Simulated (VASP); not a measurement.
Runs of VASP 6.6.1 on ZrH2. The structure is that of space group Fm-3m (No. 225), or close to it. The cells are those of the table. 

```csv
cell,gap on the mesh (eV),pressure (GPa)
"a = 3.361 Å, angles 60.0°, 3 atoms",none,1.0
"a = 3.338 Å, angles 60.0°, 3 atoms",none,(b)
"a = 3.384 Å, angles 60.0°, 3 atoms",none,-1.9
"a = 3.430 Å, angles 60.0°, 3 atoms",none,(a)
"a = 3.407 Å, angles 60.0°, 3 atoms",none,-4.5
```

Alike in all rows: task single point; level PBEsol; potentials or basis VASP PAW PBE potentials, release 64 (Zr_sv, H); no spin polarisation; k mesh 10 × 10 × 10; cutoff (eV) 520; smearing fermi-dirac 0.1 eV.

Q: Estimate the missing entries.

A: (a) -6.9; (b) 4.2.

Caveats: the PAW data sets were made with another functional, which shifts forces and pressure a little.

A k mesh can miss the band edges, and the runs leave out spin-orbit coupling on Zr.

A gap of «none» marks levels without a gap at the run's occupations.
